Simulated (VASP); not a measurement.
# V (Pm-3m) in VASP: a series of runs

V is run at these levels: PBE; tasks: single point.

All numbers are computed with VASP 6.6.1; they aren't measurements. Logs are shortened: lines on timing, memory, paths and dates and some standing lists are left out, and cuts for length are marked.

## Step 1: The cell of the first run

Symmetry: Pm-3m, No. 221, cubic system. The conventional cell has a = 2.399 Å, b = 2.399 Å, c = 2.399 Å, α = 90.00°, β = 90.00°, γ = 90.00°. Within 3.2 Å of V (site symmetry m-3m) lie 6 V at 2.40 Å.

## Step 2: Single point, PBE

Contents of INCAR:

```
PREC = Accurate
ENCUT = 520
EDIFF = 1E-7
ISMEAR = -1
SIGMA = 0.06122561905347299
LREAL = False
LASPH = True
NELM = 60
ALGO = Normal
ISIF = 2
LWAVE = False
LCHARG = True
GGA = PE
LELF = True
LVHAR = True
NBANDS = 12
```

Contents of KPOINTS:

```
regular mesh
0
Gamma
  44 44 44
```

Contents of POSCAR:

```
V
1.0
    2.3989946831      0.0000000000      0.0000000000
    0.0000000000      2.3989946831      0.0000000000
    0.0000000000      0.0000000000      2.3989946831
V
1
Direct
    0.0000000000      0.0000000000      0.0000000000
```

Potentials or basis: VASP PAW PBE potentials, release 64 (V_sv).

Started as:

```console
$ cat potpaw_PBE.64/V_sv/POTCAR > POTCAR
$ mpirun -np 1 vasp_std > vasp.out
```

OUTCAR:

```text
PREC = Accurate
   ENCUT = 520
   EDIFF = 1E-7
   ISMEAR = -1
   LREAL = False
   LASPH = True
   NELM = 60
   ISIF = 2
   GGA = PE

 ion  position               nearest neighbor table
   1  0.000  0.000  0.000-

  LATTYP: Found a simple cubic cell.
 ALAT       =     2.3989946831

  Lattice vectors:

 A1 = (   2.3989946831,   0.0000000000,   0.0000000000)
 A2 = (   0.0000000000,   2.3989946831,   0.0000000000)
 A3 = (   0.0000000000,   0.0000000000,   2.3989946831)

Analysis of symmetry for initial positions (statically):
=====================================================================
 Subroutine PRICEL returns:
 Original cell was already a primitive cell.

 Routine SETGRP: Setting up the symmetry group for a
 simple cubic supercell.

 Subroutine GETGRP returns: Found 48 space group operations
 (whereof 48 operations were pure point group operations)
 out of a pool of 48 trial point group operations.

The static configuration has the point symmetry O_h .

Analysis of symmetry for dynamics (positions and initial velocities):
=====================================================================
 Subroutine PRICEL returns:
 Original cell was already a primitive cell.

 Routine SETGRP: Setting up the symmetry group for a
 simple cubic supercell.

 Subroutine GETGRP returns: Found 48 space group operations
 (whereof 48 operations were pure point group operations)
 out of a pool of 48 trial point group operations.

The dynamic configuration has the point symmetry O_h .

 Subroutine INISYM returns: Found 48 space group operations
 (whereof 48 operations are pure point group operations),
 and found     1 'primitive' translations

----------------------------------------------------------------------------------------

                                     Primitive cell

  volume of cell :      13.8066

  direct lattice vectors                    reciprocal lattice vectors
     2.398994683  0.000000000  0.000000000     0.416841274  0.000000000  0.000000000
     0.000000000  2.398994683  0.000000000     0.000000000  0.416841274  0.000000000
     0.000000000  0.000000000  2.398994683     0.000000000  0.000000000  0.416841274

  length of vectors
     2.398994683  2.398994683  2.398994683     0.416841274  0.416841274  0.416841274

  position of ions in fractional coordinates (direct lattice)
     0.000000000  0.000000000  0.000000000

  ion indices of the primitive-cell ions
   primitive index   ion index
                 1           1

----------------------------------------------------------------------------------------

 KPOINTS: regular mesh

Automatic generation of k-mesh.
 Grid dimensions read from file:
 generate k-points for:   44   44   44

 Generating k-lattice:

  Cartesian coordinates                     Fractional coordinates (reciprocal lattice)
     0.009473665  0.000000000  0.000000000     0.022727273  0.000000000  0.000000000
     0.000000000  0.009473665  0.000000000     0.000000000  0.022727273  0.000000000
     0.000000000  0.000000000  0.009473665     0.000000000  0.000000000  0.022727273

  Length of vectors
     0.009473665  0.009473665  0.009473665

  Shift w.r.t. Gamma in fractional coordinates (k-lattice)
     0.000000000  0.000000000  0.000000000

 Subroutine IBZKPT returns following result:
 ===========================================

 Found   2300 irreducible k-points:

 Following reciprocal coordinates:
            Coordinates               Weight
  0.000000  0.000000  0.000000      1.000000
  0.022727  0.000000  0.000000      6.000000
  0.045455  0.000000  0.000000      6.000000
  0.068182  0.000000  0.000000      6.000000
  0.090909  0.000000  0.000000      6.000000
  0.113636  0.000000  0.000000      6.000000
[... 16 lines left out ...]
  0.500000  0.000000  0.000000      3.000000
  0.022727  0.022727  0.000000     12.000000
 [... further k-points ...]
   k-points           NKPTS =   2300   k-points in BZ     NKDIM =   2300   number of bands    NBANDS=     12
   number of dos      NEDOS =    301   number of ions     NIONS =      1
   total plane-waves  NPLWV =   5832
   dimension x,y,z NGX =    18 NGY =   18 NGZ =   18
   dimension x,y,z NGXF=    36 NGYF=   36 NGZF=   36
   ions per type =               1
   NGX,Y,Z   is equivalent  to a cutoff of  12.47, 12.47, 12.47 a.u.
   NGXF,Y,Z  is equivalent  to a cutoff of  24.95, 24.95, 24.95 a.u.
 SYSTEM =  unknown system
   PREC   = accura    normal or accurate (medium, high low for compatibility)
   ISTART =      0    job   : 0-new  1-cont  2-samecut
   ICHARG =      2    charge: 1-file 2-atom 10-const
   ISPIN  =      1    spin polarized calculation?
   LNONCOLLINEAR =      F non collinear calculations
   LSORBIT =      F    spin-orbit coupling
   LASPH  =      T    aspherical Exc in radial PAW
   ENCUT  =  520.0 eV  38.22 Ry    6.18 a.u.   4.46  4.46  4.46*2*pi/ulx,y,z
   NELM   =     60;   NELMIN=  2; NELMDL= -5     # of ELM steps
   EDIFF  = 0.1E-06   stopping-criterion for ELM
   LREAL  =      F    real-space projection
   EDIFFG = 0.1E-05   stopping-criterion for IOM
   NSW    =      0    number of steps for IOM
   IBRION =     -1    ionic relax: 0-MD 1-quasi-New 2-CG
   NFREE  =      0    steps in history (QN), initial steepest desc. (CG)
   ISIF   =      2    stress and relaxation
   ISYM   =      2    0-nonsym 1-usesym 2-fastsym
   POTIM  = 0.5000    time-step for ionic-motion
   TEBEG  =    0.0;   TEEND  =   0.0 temperature during run
   PSTRESS=    0.0 pullay stress
   NELECT =      13.0000    total number of electrons
   NUPDOWN=      -1.0000    fix difference up-down
   EMIN   =  10.00;   EMAX   =-10.00  energy-range for DOS
   EFERMI =   0.00;   METHOD = LEGACY
   ISMEAR =    -1;   SIGMA  =   0.06  broadening in eV -4-tet -1-fermi 0-gaus
   EFERMI_NEDOS =   21; number of points for ismear=-14 and -15
   IALGO  =     38    algorithm
   IMIX   =      4    mixing-type and parameters
     AMIX     =   0.40;   BMIX     =  1.00
     AMIX_MAG =   1.60;   BMIX_MAG =  1.00
  volume/ion in A,a.u.               =      13.81        93.17
  Fermi-wavevector in a.u.,A,eV,Ry     =   1.604575  3.032207 35.030385  2.574661
  Thomas-Fermi vector in A             =   2.701058
   LORBIT       =      0    0 simple, 1 ext, 2 COOP (PROOUT), +10 PAW based schemes
   GGA     = PE    functional components
   LHFCALC =     F    Hartree Fock is set to
   AEXX    =    0.0000 exact exchange contribution
   IVDW    =     0    specifies the selected vdW correction
   LEPSILON=     F    determine dielectric tensor
   LRPA    =     F    only Hartree local field effects (RPA)
 non-spin polarized calculation
  energy-cutoff  :      520.00
  volume of cell :       13.81
 maximum number of plane-waves:       386
 NGX is ok and might be reduce to    18
   NGX =  9   NGY =  9   NGZ =  9

 number of electron      12.9999996 magnetization

 Free energy of the ion-electron system (eV)
  ---------------------------------------------------
  ext. energy  EPLUGINS =         0.00000000
  ---------------------------------------------------
  free energy    TOTEN  =        -8.12732447 eV

  energy without entropy =       -8.11119127  energy(sigma->0) =       -8.11925787

 E-fermi :   9.5869     XC(G=0): -12.6512

 val. band max:        9.5849259358   @ k =   0.4773   0.4318   0.1364
 cond. band min:       9.5872340925   @ k =   0.4545   0.2045   0.1136
 fundamental gap:      0.0023081567
 Fermi energy:         9.5869067879

 k-point     1 :       0.0000    0.0000    0.0000
  band No.  band energies     occupation
      1     -54.2626      2.00000
      2     -27.3980      2.00000
      3     -27.3980      2.00000
      4     -27.3980      2.00000
      5       3.0865      2.00000
      6       7.2614      2.00000
      7       7.2614      2.00000
      8      13.3611      0.00000
      9      13.3611      0.00000
     10      13.3611      0.00000
     11      28.6114      0.00000
     12      28.6114      0.00000

 k-point     2 :       0.0227    0.0000    0.0000
  band No.  band energies     occupation
      1     -54.2616      2.00000
      2     -27.4048      2.00000
      3     -27.3975      2.00000
      4     -27.3975      2.00000
      5       3.1028      2.00000
      6       7.2653      2.00000
      7       7.2743      2.00000
      8      13.3477      0.00000
      9      13.3477      0.00000
     10      13.3621      0.00000
     11      28.4544      0.00000
     12      28.6371      0.00000

 k-point     3 :       0.0455    0.0000    0.0000
  band No.  band energies     occupation
      1     -54.2586      2.00000
      2     -27.4248      2.00000
      3     -27.3958      2.00000
      4     -27.3958      2.00000
      5       3.1517      2.00000
      6       7.2769      2.00000
      7       7.3128      2.00000
      8      13.3083      0.00000
      9      13.3083      0.00000
     10      13.3650      0.00000
     11      28.0313      0.00000
     12      28.7135      0.00000
[... 286 lines left out ...]
 k-point    23 :       0.5000    0.0000    0.0000
  band No.  band energies     occupation
      1     -54.0566      2.00000
      2     -28.6492      2.00000
      3     -27.2847      2.00000
      4     -27.2847      2.00000
      5       7.3183      2.00000
      6       8.0924      2.00000
      7       9.4699      1.74210
      8      11.1879      0.00000
      9      11.1879      0.00000
     10      13.5591      0.00000
     11      17.9536      0.00000
     12      29.3217      0.00000

 k-point    24 :       0.0227    0.0227    0.0000
  band No.  band energies     occupation
      1     -54.2606      2.00000
      2     -27.4047      2.00000
      3     -27.4037      2.00000
      4     -27.3969      2.00000
      5       3.1192      2.00000
      6       7.2737      2.00000
      7       7.2827      2.00000
      8      13.3344      0.00000
      9      13.3458      0.00000
     10      13.3517      0.00000
     11      28.4739      0.00000
     12      28.4853      0.00000

 [... further k-points ...]
[... 5 lines left out ...]
  --------------------------------------------------------------------------------------
  -------------------------------------------------------------------------------------
  Total        0.8515904      0.8515904      0.8515904      0.0000000     -0.0000000      0.0000000
  in kB       98.8219654     98.8219654     98.8219654      0.0000000     -0.0000000      0.0000000
  external PRESSURE =      98.8219654 kB  Pullay stress =       0.0000000 kB

 VOLUME and BASIS-vectors are now :
 -----------------------------------------------------------------------------
  energy-cutoff  :      520.00
  volume of cell :       13.81
      direct lattice vectors                 reciprocal lattice vectors
     2.398994683  0.000000000  0.000000000     0.416841274  0.000000000  0.000000000
     0.000000000  2.398994683  0.000000000     0.000000000  0.416841274  0.000000000
     0.000000000  0.000000000  2.398994683     0.000000000  0.000000000  0.416841274

 POSITION                                       TOTAL-FORCE (eV/Angst)
 -----------------------------------------------------------------------------------
      0.00000      0.00000      0.00000         0.000000      0.000000      0.000000
 -----------------------------------------------------------------------------------
    total drift:                                0.000000      0.000000     -0.000000

  FREE ENERGIE OF THE ION-ELECTRON SYSTEM (eV)
  ---------------------------------------------------
  free  energy   TOTEN  =        -8.1273244750 eV

  energy  without entropy=       -8.1111912709  energy(sigma->0) =       -8.11925787
```

It took 3.7 min on 1 thread of Oxide Virtual Turin-like, shared host; peak memory 0.41 GiB.

Results:

* Free energy: -8.1273 eV
* Pressure: 9.9 GPa

(Continued in part 2 of 2.)
